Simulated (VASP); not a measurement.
## ZrC: relaxation of cell and atoms with PBEsol

ZrC:

```
Zr C
1.0
     0.00000    2.33466    2.33466
     2.33466    0.00000    2.33466
     2.33466    2.33466    0.00000
Zr C
1 1
Direct
  0.50000 0.50000 0.50000
  0.00000 0.00000 0.00000
```

```
Program                : VASP 6.6.1
Task                   : relaxation of cell and atoms
Functional             : PBEsol
Potentials or basis    : VASP PAW PBE potentials, release 64 (Zr_sv, C)
Cutoff                 : 600 eV
k mesh                 : 18 × 18 × 18
Occupations            : fermi-dirac, width 0.1 eV
Spin                   : no spin polarisation
Target pressure        : 15 GPa
Dipole correction      : no
Further INCAR settings : ALGO = Normal; EDIFF = 1e-06; IBRION = 2; EDIFFG = -0.002; NSW = 100; ISIF = 3
```

The relaxed volume is 12.04 Å³/atom and the relaxed cell is a = 3.241 Å, b = 3.241 Å, c = 3.241 Å, α = 60.00°, β = 60.00°, γ = 60.00°. The space group after relaxing (to 0.1 Å) is Fm-3m (No. 225), the energy change on relaxing (the run minimises the enthalpy) is +31.4 meV/atom and the ionic steps are 7. The pressure after relaxing is 15.0 GPa and the band gap on the k mesh is zero (bands 8 and 9 overlap by 1.35 eV).

The path:
```tsv
step	energy change (eV)	largest force (eV/Å)	pressure (GPa)	volume (Å³)
1	0.0000	0.0000	0.28	25.45
2	0.6479	0.0000	58.60	21.38
3	0.0577	0.0000	14.35	24.13
4	0.0620	0.0000	14.89	24.08
5	0.0645	0.0000	15.22	24.05
6	0.0598	0.0000	14.63	24.11
7	0.0627	0.0000	14.99	24.07
```

Final structure:
```yaml
crystal:
  lattice:
    - [0.00000, 2.29176, 2.29176]
    - [2.29176, 0.00000, 2.29176]
    - [2.29176, 2.29176, 0.00000]
  atoms:
    - { symbol: Zr, position: [0.50000, 0.50000, 0.50000] }
    - { symbol: C, position: [0.00000, 0.00000, 0.00000] }
```

Levels at points of the mesh, in eV from the Fermi level:
```
           k point  band 4  band 5  band 6  band 7  band 8  band 9  band 10  band 11  band 12
(0.00, 0.00, 0.00)  -25.38  -11.55    0.96    0.96    0.96    1.07     1.07     1.07     3.01
(0.50, 0.00, 0.00)  -25.48   -8.03   -5.65   -3.22   -3.22    4.90     4.90     5.81     6.80
(0.50, 0.50, 0.00)  -25.76  -10.44   -2.08   -1.92    0.15    0.15     4.87     6.23     6.23
```

Run time: 3 min on 1 thread of Intel(R) Xeon(R) Platinum 8488C (Sapphire Rapids) (shared host), peak memory 0.23 GiB.

Caveat: the cell is relaxed towards a set pressure, so the run minimises the enthalpy, not the energy; the PAW data sets were made with another functional, which shifts forces and pressure a little.
